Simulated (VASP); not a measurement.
Crystal: Ti.

```
CELL_PARAMETERS angstrom
-1.64100 1.64100 1.64100
1.64100 -1.64100 1.64100
1.64100 1.64100 -1.64100
ATOMIC_POSITIONS crystal
Ti 0.00000 0.00000 0.00000
```

| Quantity | Value |
| --- | --- |
| Program | VASP 6.6.1 |
| Task | relaxation of cell and atoms |
| Functional | PBE |
| Potentials or basis | VASP PAW PBE potentials, release 64 (Ti_sv) |
| Cutoff | 600 eV |
| k mesh | 11 × 11 × 11 |
| Occupations | fermi-dirac, width 0.05 eV |
| Spin | no spin polarisation |

At the start: pressure -2.7 GPa; volume 17.68 Å³/atom.

Where does the relaxation end?

Over 3 steps the energy falls by 4.2 meV/atom and the volume is 17.20 Å³/atom (-2.7 %); space group Im-3m (No. 229, to 0.05 Å).

Step by step:
```csv
step,energy change (eV),largest force (eV/Å),pressure (GPa),volume (Å³)
1,0.0000,0.0000,-2.71,17.68
2,-0.0027,0.0000,1.73,16.92
3,-0.0042,0.0000,0.02,17.20
```

Final structure:
```cif
data_structure
_symmetry_space_group_name_H-M 'P 1'
_symmetry_Int_Tables_number 1
_cell_length_a 2.8164
_cell_length_b 2.8164
_cell_length_c 2.8164
_cell_angle_alpha 109.471
_cell_angle_beta 109.471
_cell_angle_gamma 109.471
_cell_volume 17.20
loop_
_atom_site_label
_atom_site_type_symbol
_atom_site_fract_x
_atom_site_fract_y
_atom_site_fract_z
_atom_site_occupancy
Ti1 Ti 0.00000 0.00000 0.00000 1
```
